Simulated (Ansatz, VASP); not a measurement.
InSb3: VASP beside Ansatz

```
In Sb
1.0
     0.00000    3.79455    3.79455
     3.79455    0.00000    3.79455
     3.79455    3.79455    0.00000
In Sb
1 3
Cartesian
  2.4323 2.6220 4.0374
  4.3296 4.5193 5.9347
  8.1241 8.3139 9.7292
  6.2269 6.4166 7.8320
```

Alike in both runs: task single point; functional PBE; k mesh 4 × 4 × 4; occupations gaussian, width 0.1 eV; no spin polarisation.

```csv
,VASP,Ansatz
version,VASP 6.6.1,Ansatz 0.2.0
potentials or method,"VASP PAW PBE potentials, release 64 (In_d, Sb), cutoff 500 eV","scalar-relativistic, plane waves, PAW"
valence electrons in the cell,28,58
```

VASP gave:

* gap on the k mesh at the Fermi level (eV): none
* pressure (GPa): -1.4

Task: What did Ansatz give for the same quantities?

Result: gap on the k mesh at the Fermi level (eV): none; pressure (GPa): -1.3.

A gap of «none» marks a metal or a gap that the smearing closes. The functional is the same, so the differences come from potentials, cutoffs and numerics. VASP's potentials hold 28 valence electrons a cell and Ansatz's 58, so a difference there can come from the potentials and not from the codes.

Neither program's run includes spin-orbit coupling.
